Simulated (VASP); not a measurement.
# Au (Fm-3m) in VASP: further runs

The runs below take Au through single point, with r2SCAN.

Program: VASP 6.6.1. These are calculated values, not measurements. Logs are shortened: lines on timing, memory, paths and dates and some standing lists are left out, and cuts for length are marked.

**1. The cell of the first run**

The structure is cubic, space group Fm-3m (No. 225). Conventional cell: a = 4.123 Å, b = 4.123 Å, c = 4.123 Å, α = 90.00°, β = 90.00°, γ = 90.00°. Au (site symmetry m-3m) has 12 Au at 2.92 Å within 3.8 Å.

**2. Single point, r2SCAN**

File POSCAR:

```
Au
1.0
    0.0000000000      2.0615246536      2.0615246536
    2.0615246536      0.0000000000      2.0615246536
    2.0615246536      2.0615246536      0.0000000000
Au
1
Direct
    0.0000000000      0.0000000000      0.0000000000
```

File INCAR.step1:

```
PREC = Accurate
ENCUT = 520
ISMEAR = -1
SIGMA = 0.1
LREAL = F
LASPH = T
NELM = 60
NBANDS = 12
GGA = PE
ALGO = Normal
EDIFF = 1E-4
LWAVE = T
LCHARG = F
```

File INCAR.step2:

```
PREC = Accurate
ENCUT = 520
EDIFF = 1E-6
ISMEAR = -1
SIGMA = 0.1
LREAL = F
LASPH = T
NELM = 60
ALGO = Normal
ISIF = 2
LWAVE = F
LCHARG = F
METAGGA = R2SCAN
LMIXTAU = T
NBANDS = 12
ISTART = 1
```

File KPOINTS:

```
regular mesh
0
Gamma
  5 5 5
```

Potentials or basis: VASP PAW PBE potentials, release 64 (Au).

Started as:

```
$ cat potpaw_PBE.64/Au/POTCAR > POTCAR
$ cp INCAR.step1 INCAR
$ mpirun -np 1 vasp_std > vasp.out
$ cp INCAR.step2 INCAR
$ mpirun -np 1 vasp_std > vasp.out
```

OUTCAR:

```text
PREC = Accurate
   ENCUT = 520
   EDIFF = 1E-6
   ISMEAR = -1
   LREAL = F
   LASPH = T
   NELM = 60
   ISIF = 2
   METAGGA = R2SCAN
   ISTART = 1

 ion  position               nearest neighbor table
   1  0.000  0.000  0.000-

  LATTYP: Found a face centered cubic cell.
 ALAT       =     4.1230493072

  Lattice vectors:

 A1 = (   0.0000000000,   2.0615246536,   2.0615246536)
 A2 = (   2.0615246536,   0.0000000000,   2.0615246536)
 A3 = (   2.0615246536,   2.0615246536,   0.0000000000)

Analysis of symmetry for initial positions (statically):
=====================================================================
 Subroutine PRICEL returns:
 Original cell was already a primitive cell.

 Routine SETGRP: Setting up the symmetry group for a
 face centered cubic supercell.

 Subroutine GETGRP returns: Found 48 space group operations
 (whereof 48 operations were pure point group operations)
 out of a pool of 48 trial point group operations.

The static configuration has the point symmetry O_h .

Analysis of symmetry for dynamics (positions and initial velocities):
=====================================================================
 Subroutine PRICEL returns:
 Original cell was already a primitive cell.

 Routine SETGRP: Setting up the symmetry group for a
 face centered cubic supercell.

 Subroutine GETGRP returns: Found 48 space group operations
 (whereof 48 operations were pure point group operations)
 out of a pool of 48 trial point group operations.

The dynamic configuration has the point symmetry O_h .

 Subroutine INISYM returns: Found 48 space group operations
 (whereof 48 operations are pure point group operations),
 and found     1 'primitive' translations

----------------------------------------------------------------------------------------

                                     Primitive cell

  volume of cell :      17.5225

  direct lattice vectors                    reciprocal lattice vectors
     0.000000000  2.061524654  2.061524654    -0.242538938  0.242538938  0.242538938
     2.061524654  0.000000000  2.061524654     0.242538938 -0.242538938  0.242538938
     2.061524654  2.061524654  0.000000000     0.242538938  0.242538938 -0.242538938

  length of vectors
     2.915436124  2.915436124  2.915436124     0.420089763  0.420089763  0.420089763

  position of ions in fractional coordinates (direct lattice)
     0.000000000  0.000000000  0.000000000

[... 66 lines left out ...]
   ISIF   =      2    stress and relaxation
   ISYM   =      2    0-nonsym 1-usesym 2-fastsym
   POTIM  = 0.5000    time-step for ionic-motion
   TEBEG  =    0.0;   TEEND  =   0.0 temperature during run
   PSTRESS=    0.0 pullay stress
   NELECT =      11.0000    total number of electrons
   NUPDOWN=      -1.0000    fix difference up-down
   EMIN   =  10.00;   EMAX   =-10.00  energy-range for DOS
   EFERMI =   0.00;   METHOD = LEGACY
   ISMEAR =    -1;   SIGMA  =   0.10  broadening in eV -4-tet -1-fermi 0-gaus
   EFERMI_NEDOS =   21; number of points for ismear=-14 and -15
   IALGO  =     38    algorithm
   IMIX   =      4    mixing-type and parameters
     AMIX     =   0.40;   BMIX     =  1.00
     AMIX_MAG =   1.60;   BMIX_MAG =  1.00
  volume/ion in A,a.u.               =      17.52       118.25
  Fermi-wavevector in a.u.,A,eV,Ry     =   1.401761  2.648944 26.734535  1.964933
  Thomas-Fermi vector in A             =   2.524590
   LORBIT       =      0    0 simple, 1 ext, 2 COOP (PROOUT), +10 PAW based schemes
   METAGGA = R2SCAN    functional components
   LHFCALC =     F    Hartree Fock is set to
   AEXX    =    0.0000 exact exchange contribution
   IVDW    =     0    specifies the selected vdW correction
   LEPSILON=     F    determine dielectric tensor
   LRPA    =     F    only Hartree local field effects (RPA)
 non-spin polarized calculation
  energy-cutoff  :      520.00
  volume of cell :       17.52
 maximum number of plane-waves:       483
 NGX is ok and might be reduce to    24
   NGX = 11   NGY = 11   NGZ = 11

 number of electron      11.0000001 magnetization

 Free energy of the ion-electron system (eV)
  ---------------------------------------------------
  ext. energy  EPLUGINS =         0.00000000
  ---------------------------------------------------
  free energy    TOTEN  =       -50.71618791 eV

  energy without entropy =      -50.70719457  energy(sigma->0) =      -50.71169124

 E-fermi :   7.8184     XC(G=0): -13.4280

 val. band max:        7.7637354864   @ k =   0.4000   0.4000   0.0000
 cond. band min:      10.5194631160   @ k =  -0.4000   0.2000   0.0000
 fundamental gap:      2.7557276296
 Fermi energy:         7.8184023713

 k-point     1 :       0.0000    0.0000    0.0000
  band No.  band energies     occupation
      1      -0.9179      2.00000
      2       4.0878      2.00000
      3       4.0878      2.00000
      4       4.0878      2.00000
      5       5.5474      2.00000
      6       5.5474      2.00000
      7      24.2162      0.00000
      8      28.1463      0.00000
      9      28.1463      0.00000
     10      28.1463      0.00000
     11      33.3233      0.00000
     12      37.4939      0.00000
[... 121 lines left out ...]
 k-point    10 :      -0.4000    0.4000    0.2000
  band No.  band energies     occupation
      1       2.9745      2.00000
      2       3.1758      2.00000
      3       3.8821      2.00000
      4       5.6952      2.00000
      5       6.6418      1.99998
      6      10.9139      0.00000
      7      16.1300      0.00000
      8      17.4324      0.00000
      9      20.5296      0.00000
     10      30.5506      0.00000
     11      31.1096      0.00000
     12      35.3057      0.00000

------------------------ aborting loop because EDIFF is reached ----------------------------------------

  FORCE on cell =-STRESS in cart. coord.  units (eV):
  Direction    XX          YY          ZZ          XY          YZ          ZX
  --------------------------------------------------------------------------------------
  -------------------------------------------------------------------------------------
  Total       -0.0479338     -0.0479338     -0.0479338     -0.0000000     -0.0000000      0.0000000
  in kB       -4.3828518     -4.3828518     -4.3828518     -0.0000000     -0.0000000      0.0000000
  external PRESSURE =      -4.3828518 kB  Pullay stress =       0.0000000 kB

 VOLUME and BASIS-vectors are now :
 -----------------------------------------------------------------------------
  energy-cutoff  :      520.00
  volume of cell :       17.52
      direct lattice vectors                 reciprocal lattice vectors
     0.000000000  2.061524654  2.061524654    -0.242538938  0.242538938  0.242538938
     2.061524654  0.000000000  2.061524654     0.242538938 -0.242538938  0.242538938
     2.061524654  2.061524654  0.000000000     0.242538938  0.242538938 -0.242538938

 POSITION                                       TOTAL-FORCE (eV/Angst)
 -----------------------------------------------------------------------------------
      0.00000      0.00000      0.00000        -0.000000      0.000000      0.000000
 -----------------------------------------------------------------------------------
    total drift:                               -0.000000      0.000000     -0.000000

  FREE ENERGIE OF THE ION-ELECTRON SYSTEM (eV)
  ---------------------------------------------------
  free  energy   TOTEN  =       -50.7161879054 eV

  energy  without entropy=      -50.7071945715  energy(sigma->0) =      -50.71169124
```

It took 8.7 s on 1 thread of Intel Xeon 6975P-C (Granite Rapids), shared host; peak memory 0.13 GiB.

What came out:

```
Free energy : -50.7162 eV
Pressure    : -0.4 GPa
```

Levels at points of the mesh, in eV from the Fermi level:
```
           k point  band 3  band 4  band 5  band 6  band 7  band 8  band 9  band 10
(0.00, 0.00, 0.00)   -3.73   -3.73   -2.27   -2.27   16.40   20.33   20.33    20.33
```

Caveat: the k points lie up to 0.53 Å⁻¹ apart; the PAW data sets were made with another functional, which shifts forces and pressure a little; spin-orbit coupling is left out, which moves the levels of the heavy elements.

**3. Single point, r2SCAN**

POSCAR is that of step 2.

File INCAR.step1:

```
SYSTEM = Au
ALGO = Normal
EDIFF = 1E-4
ENCUT = 520
GGA = PE
ISMEAR = -1
LASPH = .TRUE.
LCHARG = .FALSE.
LREAL = .FALSE.
LWAVE = .TRUE.
NBANDS = 12
NELM = 100
PREC = Accurate
SIGMA = 0.1
```

File INCAR.step2:

```
SYSTEM = Au
ALGO = Normal
EDIFF = 1E-7
ENCUT = 520
ISIF = 2
ISMEAR = -1
ISTART = 1
LASPH = .TRUE.
LCHARG = .TRUE.
LELF = .TRUE.
LMIXTAU = .TRUE.
LREAL = .FALSE.
LVHAR = .TRUE.
LWAVE = .FALSE.
METAGGA = R2SCAN
NBANDS = 12
NELM = 100
PREC = Accurate
SIGMA = 0.1
```

File KPOINTS:

```
k-points
0
G
  6 6 6
  0 0 0
```

Potentials or basis: VASP PAW PBE potentials, release 64 (Au).

Started as:

```
$ cat potpaw_PBE.64/Au/POTCAR > POTCAR
$ cp INCAR.step1 INCAR
$ mpirun -np 1 vasp_std > vasp.out
$ cp INCAR.step2 INCAR
$ mpirun -np 1 vasp_std > vasp.out
```

It took 11 s on 1 thread of Intel Xeon 6975P-C (Granite Rapids), shared host; peak memory 0.14 GiB.

It converged, with:

| Item | Value |
| --- | --- |
| Free energy | -50.5357 eV |
| Pressure | 1.5 GPa |

Levels at points of the mesh, in eV from the Fermi level:
| k point | band 3 | band 4 | band 5 | band 6 | band 7 | band 8 | band 9 | band 10 |
| --- | --- | --- | --- | --- | --- | --- | --- | --- |
| (0.00, 0.00, 0.00) | -4.72 | -4.72 | -3.26 | -3.26 | 15.44 | 19.35 | 19.35 | 19.35 |
| (0.50, 0.00, 0.00) | -4.76 | -2.07 | -2.07 | -0.59 | 3.10 | 14.91 | 17.78 | 17.78 |
| (0.50, 0.50, 0.00) | -2.13 | -1.75 | -1.75 | 1.35 | 5.85 | 10.51 | 10.51 | 17.82 |

Caveat: the k points lie up to 0.44 Å⁻¹ apart; the PAW data sets were made with another functional, which shifts forces and pressure a little; spin-orbit coupling is left out, which moves the levels of the heavy elements.
